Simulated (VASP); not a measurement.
Here is a VASP 6.6.1 calculation.

File INCAR:

```
PREC = Accurate
ENCUT = 600
EDIFF = 1E-6
ISMEAR = 0
SIGMA = 0.1
LREAL = F
LASPH = T
NELM = 80
ALGO = Normal
ISIF = 3
LWAVE = F
LCHARG = F
GGA = PE
IBRION = 2
NSW = 80
EDIFFG = -0.03
PSTRESS = 100.0
```

File KPOINTS:

```
Automatic mesh
0
Gamma
  7 7 7
```

File POSCAR:

```
Mg
1.0
    2.9500000000      0.0000000000      0.0000000000
    0.0000000000      2.9500000000      0.0000000000
    0.0000000000      0.0000000000      2.9500000000
Mg
1
Direct
    0.0000000000      0.0000000000      0.0000000000
```

Potentials or basis: VASP PAW PBE potentials, release 64 (Mg).

Command:

```console
$ cat potpaw_PBE.64/Mg/POTCAR > POTCAR
$ mpirun -np 1 vasp_std > vasp.out
```

Task: Estimate the band gap on the k mesh.

Result: Zero (band 1 reaches 5.96 eV, above the bottom of band 2 at 1.98 eV).

Task: Estimate the space group after relaxing (to 0.05 Å).

Result: Pm-3m (No. 221).

Final structure:
```xyz
1
Lattice="2.7681 0.0000 0.0000 0.0000 2.7681 0.0000 0.0000 0.0000 2.7681" Properties=species:S:1:pos:R:3 pbc="T T T"
Mg    0.0000    0.0000    0.0000
```

Caveat: the cell is relaxed towards a set pressure, so the enthalpy falls and the energy may rise.
